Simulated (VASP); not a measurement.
I: single point with PBE

The system is I.

```xyz
1
Lattice="0.0000 2.3031 4.6146 2.2754 0.0000 4.6146 2.2754 2.3031 0.0000" Properties=species:S:1:pos:R:3 pbc="T T T"
I     0.0000    0.0000    0.0000
```

```yaml
Program: VASP 6.6.1
Task: single point
Functional: PBE
Potentials_or_basis: VASP PAW PBE potentials, release 64 (I)
Cutoff: 520 eV
k_mesh: 9 × 9 × 9
Occupations: fermi-dirac, width 0.05 eV
Spin: no spin polarisation
```

```
Pressure               : 0.0 GPa
Band gap on the k mesh : zero (an odd number of electrons rules out a gap without spin polarisation)
```

Levels at points of the mesh, in eV from the Fermi level:
| k point | band 2 | band 3 | band 4 | band 5 | band 6 | band 7 |
| --- | --- | --- | --- | --- | --- | --- |
| (0.00, 0.00, 0.00) | -2.58 | 0.76 | 0.80 | 4.01 | 7.25 | 7.84 |

It took 44 s on 1 thread of Intel(R) Xeon(R) Platinum 8488C (Sapphire Rapids), with other jobs on the host, peak memory 0.21 GiB.

Caveat: spin-orbit coupling is left out, which moves the levels of the heavy elements; an odd number of electrons without spin polarisation forces a metal; a magnetic or distorted state may lie lower.
